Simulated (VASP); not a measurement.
PbS, 2 atoms in the cell. It takes space group R3m (No. 160, trigonal). The conventional cell has a = 4.193 Å, b = 4.193 Å, c = 10.271 Å, α = 90.00°, β = 90.00°, γ = 120.00°. Within 3.9 Å of Pb (site symmetry 3m) lie 6 S at 2.94 to 2.99 Å. Within 3.9 Å of S (site symmetry 3m) lie 6 Pb at 2.94 to 2.99 Å. 

| Property | Result |
| --- | --- |
| Program | VASP 6.6.1 |
| Task | single point |
| Functional | PBE |
| Potentials or basis | VASP PAW PBE potentials, release 64 (Pb_d, S) |
| Cutoff | 520 eV |
| k mesh | 10 × 10 × 10 |
| Occupations | gaussian, width 0.03 eV |
| Spin | no spin polarisation |
| Dipole correction | no |
| Further INCAR settings | ALGO = Normal; EDIFF = 1e-06; NBANDS = 17 |

Potentials or basis: VASP PAW PBE potentials, release 64 (Pb_d, S).

The run is started by

```bash
$ cat potpaw_PBE.64/Pb_d/POTCAR potpaw_PBE.64/S/POTCAR > POTCAR
$ mpirun -np 1 vasp_std > vasp.out
```

Hardware: 1 thread of Intel Xeon 8259CL, with other jobs on the host.

Problem. How long does it take, and how much memory?

Solution. It took 85 s on 1 thread of Intel Xeon 8259CL, on a shared host, peak memory 0.24 GiB. Counts: scf iterations 12, k points 116.
